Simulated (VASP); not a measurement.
# GdO (F-43m) in VASP: settings compared

The runs below take GdO through single point, with PBE, HSE06.

Program: VASP 6.6.1. These are calculated values, not measurements. Logs are shortened: lines on timing, memory, paths and dates and some standing lists are left out, and cuts for length are marked.

## (1) The cell of the first run

It takes space group F-43m (No. 216, cubic). Conventional cell: a = 5.400 Å, b = 5.400 Å, c = 5.400 Å, α = 90.00°, β = 90.00°, γ = 90.00°. Gd (site symmetry -43m) has 4 O at 2.34 Å within 3.1 Å. O (site symmetry -43m) has 4 Gd at 2.34 Å within 3.1 Å.

## (2) Single point, PBE, collinear spin, ferromagnetic start

Contents of INCAR:

```
ALGO = Normal ; EDIFF = 1E-6
ENCUT = 520 ; GGA = PE
ISIF = 2 ; ISMEAR = -1
ISPIN = 2 ; LASPH = True
LCHARG = False ; LMAXMIX = 6
LORBIT = 11 ; LREAL = False
LWAVE = False ; MAGMOM = 7 0
NBANDS = 23 ; NELM = 150
NUPDOWN = 7.0 ; PREC = Accurate
SIGMA = 0.05
```

Contents of KPOINTS:

```
k-points
0
Gamma
  7 7 7
```

Contents of POSCAR:

```
GdO
1.0
    0.0000000000      2.7000000000      2.7000000000
    2.7000000000      0.0000000000      2.7000000000
    2.7000000000      2.7000000000      0.0000000000
Gd O
1 1
Direct
    0.0000000000      0.0000000000      0.0000000000
    0.7500000000      0.7500000000      0.7500000000
```

Potentials or basis: VASP PAW PBE potentials, release 64 (Gd, O).

Launch:

```
$ cat potpaw_PBE.64/Gd/POTCAR potpaw_PBE.64/O/POTCAR > POTCAR
$ mpirun -np 1 vasp_std > vasp.out
```

OUTCAR:

```text
EDIFF = 1E-6
   ENCUT = 520
   GGA = PE
   ISIF = 2
   ISMEAR = -1
   ISPIN = 2
   LASPH = True
   LORBIT = 11
   LREAL = False
   NELM = 150
   NUPDOWN = 7.0
   PREC = Accurate

 ion  position               nearest neighbor table
   1  0.000  0.000  0.000-   2 2.34   2 2.34   2 2.34   2 2.34
   2  0.750  0.750  0.750-   1 2.34   1 2.34   1 2.34   1 2.34

  LATTYP: Found a face centered cubic cell.
 ALAT       =     5.4000000000

  Lattice vectors:

 A1 = (   0.0000000000,   2.7000000000,   2.7000000000)
 A2 = (   2.7000000000,   0.0000000000,   2.7000000000)
 A3 = (   2.7000000000,   2.7000000000,   0.0000000000)

Analysis of symmetry for initial positions (statically):
=====================================================================
 Subroutine PRICEL returns:
 Original cell was already a primitive cell.

 Routine SETGRP: Setting up the symmetry group for a
 face centered cubic supercell.

 Subroutine GETGRP returns: Found 24 space group operations
 (whereof 24 operations were pure point group operations)
 out of a pool of 48 trial point group operations.

The static configuration has the point symmetry T_d .

Analysis of symmetry for dynamics (positions and initial velocities):
=====================================================================
 Subroutine PRICEL returns:
 Original cell was already a primitive cell.

 Routine SETGRP: Setting up the symmetry group for a
 face centered cubic supercell.

 Subroutine GETGRP returns: Found 24 space group operations
 (whereof 24 operations were pure point group operations)
 out of a pool of 48 trial point group operations.

The dynamic configuration has the point symmetry T_d .

Analysis of structural, dynamic, and magnetic symmetry:
=====================================================================
 Subroutine PRICEL returns:
 Original cell was already a primitive cell.

 Routine SETGRP: Setting up the symmetry group for a
 face centered cubic supercell.

 Subroutine GETGRP returns: Found 24 space group operations
 (whereof 24 operations were pure point group operations)
 out of a pool of 48 trial point group operations.

The overall configuration has the point symmetry T_d .

 Subroutine INISYM returns: Found 24 space group operations
 (whereof 24 operations are pure point group operations),
 and found     1 'primitive' translations
[... 107 lines left out ...]
   IALGO  =     38    algorithm
   IMIX   =      4    mixing-type and parameters
     AMIX     =   0.40;   BMIX     =  1.00
     AMIX_MAG =   1.60;   BMIX_MAG =  1.00
  volume/ion in A,a.u.               =      19.68       132.83
  Fermi-wavevector in a.u.,A,eV,Ry     =   1.388156  2.623234 26.218100  1.926976
  Thomas-Fermi vector in A             =   2.512309
   LORBIT       =     11    0 simple, 1 ext, 2 COOP (PROOUT), +10 PAW based schemes
   GGA     = PE    functional components
   LHFCALC =     F    Hartree Fock is set to
   AEXX    =    0.0000 exact exchange contribution
   IVDW    =     0    specifies the selected vdW correction
   LEPSILON=     F    determine dielectric tensor
   LRPA    =     F    only Hartree local field effects (RPA)
 spin polarized calculation
  energy-cutoff  :      520.00
  volume of cell :       39.37
 maximum number of plane-waves:      1073
   NGX = 15   NGY = 15   NGZ = 15

 number of electron      23.9999989 magnetization       6.9999990

 Free energy of the ion-electron system (eV)
  ---------------------------------------------------
  ext. energy  EPLUGINS =         0.00000000
  ---------------------------------------------------
  free energy    TOTEN  =       -22.00979536 eV

  energy without entropy =      -21.97754885  energy(sigma->0) =      -21.99367210

 E-fermi :   4.2060     XC(G=0): -10.1079

 val. band max:        4.1903445279   @ k =   0.4286   0.1429   0.0000
 cond. band min:       4.0735757145   @ k =  -0.4286   0.2857   0.1429
 fundamental gap:     -0.1167688134
 Fermi energy:         4.0709829060

 spin component 1

 k-point     1 :       0.0000    0.0000    0.0000
  band No.  band energies     occupation
      1     -41.1443      1.00000
      2     -18.4551      1.00000
      3     -18.4551      1.00000
      4     -18.4551      1.00000
      5     -15.3769      1.00000
      6      -1.7631      1.00000
[... 509 lines left out ...]
     22      12.8497      0.00000
     23      13.7527      0.00000
 Fermi energy:         4.2060039800

 spin component 2

 k-point     1 :       0.0000    0.0000    0.0000
  band No.  band energies     occupation
      1     -38.0813      1.00000
      2     -16.2436      1.00000
      3     -16.2436      1.00000
      4     -16.2436      1.00000
      5     -15.4098      1.00000
      6      -1.5419      1.00000
[... 509 lines left out ...]
     22      13.7735      0.00000
     23      14.7114      0.00000

------------------------ aborting loop because EDIFF is reached ----------------------------------------

  FORCE on cell =-STRESS in cart. coord.  units (eV):
  Direction    XX          YY          ZZ          XY          YZ          ZX
  --------------------------------------------------------------------------------------
  -------------------------------------------------------------------------------------
  Total       -0.1794292     -0.1794292     -0.1794292      0.0000000     -0.0000000      0.0000000
  in kB       -7.3026814     -7.3026814     -7.3026814      0.0000000     -0.0000000      0.0000000
  external PRESSURE =      -7.3026814 kB  Pullay stress =       0.0000000 kB

 VOLUME and BASIS-vectors are now :
 -----------------------------------------------------------------------------
  energy-cutoff  :      520.00
  volume of cell :       39.37
      direct lattice vectors                 reciprocal lattice vectors
     0.000000000  2.700000000  2.700000000    -0.185185185  0.185185185  0.185185185
     2.700000000  0.000000000  2.700000000     0.185185185 -0.185185185  0.185185185
     2.700000000  2.700000000  0.000000000     0.185185185  0.185185185 -0.185185185

 POSITION                                       TOTAL-FORCE (eV/Angst)
 -----------------------------------------------------------------------------------
      0.00000      0.00000      0.00000         0.000000      0.000000      0.000000
      4.05000      4.05000      4.05000        -0.000000     -0.000000      0.000000
 -----------------------------------------------------------------------------------
    total drift:                               -0.000000     -0.000000     -0.000000

  FREE ENERGIE OF THE ION-ELECTRON SYSTEM (eV)
  ---------------------------------------------------
  free  energy   TOTEN  =       -22.0097953556 eV

  energy  without entropy=      -21.9775488491  energy(sigma->0) =      -21.99367210

 total charge

# of ion       s       p       d       f       tot
--------------------------------------------------
    1        2.031   5.631   0.455   7.131  15.249
    2        1.569   3.424   0.000   0.000   4.992
--------------------------------------------------
tot          3.600   9.055   0.455   7.131  20.241

 magnetization (x)

# of ion       s       p       d       f       tot
--------------------------------------------------
    1       -0.007  -0.068   0.107   6.661   6.692
    2       -0.003  -0.055   0.000   0.000  -0.058
--------------------------------------------------
tot         -0.010  -0.123   0.107   6.661   6.635
```

stdout:

```text
POSCAR found type information on POSCAR GdO
 POSCAR found :  2 types and       2 ions
 scaLAPACK will be used
 LDA part: xc-table for (Slater+PW92), standard interpolation
 POSCAR, INCAR and KPOINTS ok, starting setup
 FFT: planning ... GRIDC
 FFT: planning ... GRID_SOFT
 FFT: planning ... GRID
 WAVECAR not read
 entering main loop
```

Run time: 27 s. Hardware: 1 thread of Intel Xeon 6975P-C (Granite Rapids), shared host; peak memory 0.19 GiB.

Results:

* Free energy: -22.0098 eV
* Pressure: -0.7 GPa
* Net moment: 7.00 μB per cell
* Site moments: Gd +6.69; O -0.06 μB
* Valence electrons inside the program's atomic spheres: Gd 15.25; O 4.99

Caveat: spin-orbit coupling is left out, which moves the levels of the heavy elements; the total moment is fixed, so each spin has its own Fermi level and the state may be an excited one; a cell with one magnetic atom can't hold antiferromagnetic order, which such compounds often take; semilocal functionals describe open f shells poorly, which spoils levels, moments and volumes. The state reached can hang on the start; a lower one may exist.

## (3) Single point, PBE, collinear spin, ferromagnetic start

Contents of INCAR:

```
  PREC = Accurate
  ENCUT = 520
  EDIFF = 1E-7
  ISMEAR = -1
  SIGMA = 0.05
  LREAL = False
  LASPH = True
  NELM = 150
  ALGO = Normal
  ISIF = 2
  LWAVE = False
  LCHARG = False
  ISPIN = 2
  MAGMOM = 8.8 0
  LORBIT = 11
  NUPDOWN = 8.8
  LMAXMIX = 6
  GGA = PE
  NBANDS = 23
```

Contents of KPOINTS:

```
Automatic mesh
0
Gamma
  7 7 7
```

POSCAR is that of step 2.

Potentials or basis: VASP PAW PBE potentials, release 64 (Gd, O).

Launch:

```
$ cat potpaw_PBE.64/Gd/POTCAR potpaw_PBE.64/O/POTCAR > POTCAR
$ mpirun -np 1 vasp_std > vasp.out
```

It took 27 s on 1 thread of Intel Xeon 6975P-C (Granite Rapids), shared host; peak memory 0.19 GiB.

Results (log left out):

```
Free energy                                           : -19.8600 eV
Pressure                                              : 4.0 GPa
Net moment                                            : 8.80 μB per cell
Site moments                                          : Gd +7.17; O +0.41 μB
Valence electrons inside the program's atomic spheres : Gd 15.19; O 4.96
```

Caveat: the cell stands under pressure; spin-orbit coupling is left out, which moves the levels of the heavy elements; the total moment is fixed, so each spin has its own Fermi level and the state may be an excited one; a cell with one magnetic atom can't hold antiferromagnetic order, which such compounds often take; semilocal functionals describe open f shells poorly, which spoils levels, moments and volumes. The state reached can hang on the start; a lower one may exist.

## (4) Single point, PBE, collinear spin, ferromagnetic start

Contents of INCAR:

```
SYSTEM = GdO
PREC = Accurate
ENCUT = 520
EDIFF = 1E-6
ISMEAR = -1
SIGMA = 0.05
LREAL = .False.
LASPH = .True.
NELM = 150
ALGO = Normal
ISIF = 2
LWAVE = .False.
LCHARG = .False.
ISPIN = 2
MAGMOM = 10.5 0
LORBIT = 11
NUPDOWN = 10.5
LMAXMIX = 6
GGA = PE
NBANDS = 23
```

Contents of KPOINTS:

```
Automatic mesh
0
Gamma
  7 7 7
  0 0 0
```

POSCAR is that of step 3.

Potentials or basis: VASP PAW PBE potentials, release 64 (Gd, O).

Launch:

```
$ cat potpaw_PBE.64/Gd/POTCAR potpaw_PBE.64/O/POTCAR > POTCAR
$ mpirun -np 1 vasp_std > vasp.out
```

OUTCAR:

```text
SYSTEM = GdO
   PREC = Accurate
   ENCUT = 520
   EDIFF = 1E-6
   ISMEAR = -1
   LREAL = .False.
   LASPH = .True.
   NELM = 150
   ISIF = 2
   ISPIN = 2
   LORBIT = 11
   NUPDOWN = 10.5
   GGA = PE

 ion  position               nearest neighbor table
   1  0.000  0.000  0.000-   2 2.34   2 2.34   2 2.34   2 2.34
   2  0.750  0.750  0.750-   1 2.34   1 2.34   1 2.34   1 2.34

  LATTYP: Found a face centered cubic cell.
 ALAT       =     5.4000000000

  Lattice vectors:

 A1 = (   0.0000000000,   2.7000000000,   2.7000000000)
 A2 = (   2.7000000000,   0.0000000000,   2.7000000000)
 A3 = (   2.7000000000,   2.7000000000,   0.0000000000)

Analysis of symmetry for initial positions (statically):
=====================================================================
 Subroutine PRICEL returns:
[... 713 lines left out ...]
      1     -37.9838      1.00000
      2     -16.8104      1.00000
      3     -16.0246      1.00000
      4     -16.0246      1.00000
      5     -16.0246      1.00000
      6      -2.5963      0.99993
[... 509 lines left out ...]
     22      14.2842      0.00000
     23      15.1760      0.00000

------------------------ aborting loop because EDIFF is reached ----------------------------------------

  FORCE on cell =-STRESS in cart. coord.  units (eV):
  Direction    XX          YY          ZZ          XY          YZ          ZX
  --------------------------------------------------------------------------------------
  -------------------------------------------------------------------------------------
  Total        3.9982240      3.9982240      3.9982240      0.0000000      0.0000000      0.0000000
  in kB      162.7257999    162.7257999    162.7257999      0.0000000      0.0000000      0.0000000
  external PRESSURE =     162.7257999 kB  Pullay stress =       0.0000000 kB

 VOLUME and BASIS-vectors are now :
 -----------------------------------------------------------------------------
  energy-cutoff  :      520.00
  volume of cell :       39.37
      direct lattice vectors                 reciprocal lattice vectors
     0.000000000  2.700000000  2.700000000    -0.185185185  0.185185185  0.185185185
     2.700000000  0.000000000  2.700000000     0.185185185 -0.185185185  0.185185185
     2.700000000  2.700000000  0.000000000     0.185185185  0.185185185 -0.185185185

 POSITION                                       TOTAL-FORCE (eV/Angst)
 -----------------------------------------------------------------------------------
      0.00000      0.00000      0.00000        -0.000000     -0.000000      0.000000
      4.05000      4.05000      4.05000         0.000000      0.000000     -0.000000
 -----------------------------------------------------------------------------------
    total drift:                               -0.000000     -0.000000     -0.000000

  FREE ENERGIE OF THE ION-ELECTRON SYSTEM (eV)
  ---------------------------------------------------
  free  energy   TOTEN  =       -14.1773195752 eV

  energy  without entropy=      -14.1449517657  energy(sigma->0) =      -14.16113567

 total charge

# of ion       s       p       d       f       tot
--------------------------------------------------
    1        2.020   5.568   0.769   6.951  15.308
    2        1.610   3.197   0.000   0.000   4.807
--------------------------------------------------
tot          3.630   8.765   0.769   6.951  20.116

 magnetization (x)

# of ion       s       p       d       f       tot
--------------------------------------------------
    1        0.012  -0.004   0.631   6.904   7.544
    2        0.022   1.029   0.000   0.000   1.052
--------------------------------------------------
tot          0.035   1.026   0.631   6.904   8.595
```

Run time: 22 s. Hardware: 1 thread of Intel Xeon 6975P-C (Granite Rapids), shared host; peak memory 0.19 GiB.

What came out:

| Item | Value |
| --- | --- |
| Free energy | -14.1773 eV |
| Pressure | 16.3 GPa |
| Net moment | 10.50 μB per cell |
| Site moments | Gd +7.54; O +1.05 μB |
| Valence electrons inside the program's atomic spheres | Gd 15.31; O 4.81 |

Caveat: the cell stands under pressure; spin-orbit coupling is left out, which moves the levels of the heavy elements; the total moment is fixed, so each spin has its own Fermi level and the state may be an excited one; a cell with one magnetic atom can't hold antiferromagnetic order, which such compounds often take; semilocal functionals describe open f shells poorly, which spoils levels, moments and volumes. The state reached can hang on the start; a lower one may exist.

## (5) Single point, PBE, collinear spin, ferromagnetic start

Contents of INCAR:

```
PREC = Accurate
ENCUT = 520
EDIFF = 1E-7
ISMEAR = -1
SIGMA = 0.05
LREAL = False
LASPH = True
NELM = 150
ALGO = Normal
ISIF = 2
LWAVE = False
LCHARG = False
ISPIN = 2
MAGMOM = 14 0
LORBIT = 11
NUPDOWN = 14.0
LMAXMIX = 6
GGA = PE
NBANDS = 23
```

Contents of KPOINTS:

```
regular mesh
0
Gamma
  7 7 7
```

POSCAR is that of step 4.

Launch:

```
$ cat potpaw_PBE.64/Gd/POTCAR potpaw_PBE.64/O/POTCAR > POTCAR
$ mpirun -np 1 vasp_std > vasp.out
```

It took 27 s on 1 thread of Intel Xeon 6975P-C (Granite Rapids), shared host; peak memory 0.19 GiB.

The run converged. Its results:

| Quantity | Value |
| --- | --- |
| Free energy | 5.1739 eV |
| Pressure | 54.6 GPa |
| Net moment | 14.00 μB per cell |
| Site moments | Gd +8.37; O +2.48 μB |
| Valence electrons inside the program's atomic spheres | Gd 15.69; O 4.24 |

Caveat: the cell stands under pressure; spin-orbit coupling is left out, which moves the levels of the heavy elements; the total moment is fixed, so each spin has its own Fermi level and the state may be an excited one; a cell with one magnetic atom can't hold antiferromagnetic order, which such compounds often take; semilocal functionals describe open f shells poorly, which spoils levels, moments and volumes. The state reached can hang on the start; a lower one may exist.

## (6) Single point, HSE06, collinear spin, ferromagnetic start

This run uses another cell than the first one, of 19.26 Å³/atom.

Contents of POSCAR:

```
GdO
1.0
    0.0000000000      2.6807375545      2.6807375545
    2.6807375545      0.0000000000      2.6807375545
    2.6807375545      2.6807375545      0.0000000000
Gd O
1 1
Direct
    0.0000000000      0.0000000000      0.0000000000
    0.7500000000      0.7500000000      0.7500000000
```

Contents of INCAR.step1:

```
ALGO = Normal ; EDIFF = 1E-5
ENCUT = 520 ; GGA = PE
ISIF = 2 ; ISMEAR = -1
ISPIN = 2 ; KPAR = 4
LASPH = True ; LCHARG = False
LMAXMIX = 6 ; LORBIT = 11
LREAL = False ; LWAVE = True
MAGMOM = 7 0 ; NBANDS = 23
NELM = 150 ; PREC = Accurate
SIGMA = 0.05
```

Contents of INCAR.step2:

```
ALGO = Normal ; EDIFF = 1E-7
ENCUT = 520 ; GGA = PE
HFSCREEN = 0.2079 ; ISIF = 2
ISMEAR = -1 ; ISPIN = 2
ISTART = 1 ; KPAR = 4
LASPH = True ; LCHARG = False
LHFCALC = True ; LMAXMIX = 6
LORBIT = 11 ; LREAL = False
LWAVE = False ; MAGMOM = 7 0
NBANDS = 23 ; NELM = 150
PREC = Accurate ; PRECFOCK = Normal
SIGMA = 0.05
```

Contents of KPOINTS:

```
k-points
0
Gamma
  5 5 5
```

Potentials or basis: VASP PAW PBE potentials, release 64 (Gd, O).

Launch:

```
$ cat potpaw_PBE.64/Gd/POTCAR potpaw_PBE.64/O/POTCAR > POTCAR
$ cp INCAR.step1 INCAR
$ mpirun -np 4 vasp_std > vasp.out
$ cp INCAR.step2 INCAR
$ mpirun -np 4 vasp_std > vasp.out
```

Wall time 42 min (4 MPI ranks of AMD EPYC 7R43 (Zen 3), shared host); peak memory 0.26 GiB.

The run converged. Its results:

```yaml
Free_energy: -36.2128 eV
Pressure: 0.2 GPa
Band_gap_on_the_k_mesh: zero (filled and empty bands overlap)
Net_moment: 7.98 μB per cell
Site_moments: Gd +7.07; O +0.03 μB
Valence_electrons_inside_the_program's_atomic_spheres: Gd 15.16; O 5.05
```

Levels at points of the mesh, in eV from the Fermi level:
Spin up:
```tsv
k point	band 14	band 15	band 16	band 17	band 18	band 19
(0.00, 0.00, 0.00)	-6.61	-6.61	-2.78	3.33	3.33	5.24
```
Spin down:
```csv
k point,band 4,band 5,band 6,band 7,band 8,band 9,band 10,band 11,band 12,band 13
"(0.00, 0.00, 0.00)",-22.13,-21.73,-6.51,-6.51,-6.51,-0.60,3.57,3.57,3.57,3.95
```

Caveat: the k points lie up to 0.41 Å⁻¹ apart; the PAW data sets were made with another functional, which shifts forces and pressure a little; spin-orbit coupling is left out, which moves the levels of the heavy elements; a cell with one magnetic atom can't hold antiferromagnetic order, which such compounds often take. The state reached can hang on the start; a lower one may exist.

## (7) Overview

```csv
level,fixed moment (μB),cell,k mesh,grid for exact exchange (PRECFOCK),share of exact exchange,screening parameter,pressure (GPa),moment (μB)
PBE,7.0,"a = 3.818 Å, angles 60.0°, 2 atoms",7 × 7 × 7,-,-,-,-0.7,7.00
PBE,8.8,"a = 3.818 Å, angles 60.0°, 2 atoms",7 × 7 × 7,-,-,-,4.0,8.80
PBE,10.5,"a = 3.818 Å, angles 60.0°, 2 atoms",7 × 7 × 7,-,-,-,16.3,10.50
PBE,14.0,"a = 3.818 Å, angles 60.0°, 2 atoms",7 × 7 × 7,-,-,-,54.6,14.00
HSE06,-,"a = 3.791 Å, angles 60.0°, 2 atoms",5 × 5 × 5,Normal,0.25,0.2079 1/Å,0.2,7.98
```

Alike in all rows: task single point; potentials or basis VASP PAW PBE potentials, release 64 (Gd, O); spin collinear, ferromagnetic start; cutoff (eV) 520; smearing fermi-dirac 0.05 eV.

Caveats: some runs use coarse meshes; spin-orbit coupling is left out, which moves the levels of the heavy elements; a cell with one magnetic atom can't hold antiferromagnetic order, which such compounds often take; the total moment is fixed, so each spin has its own Fermi level and the state may be an excited one (at least some runs); semilocal functionals describe open f shells poorly, which spoils levels, moments and volumes (at least some runs); the cell stands under pressure (at least some runs); the PAW data sets were made with another functional, which shifts forces and pressure a little (at least some runs).

Absolute energies hang on the potentials; compare differences alone.

The gap in the log of VASP goes by the Fermi energy; the results here count the filled bands.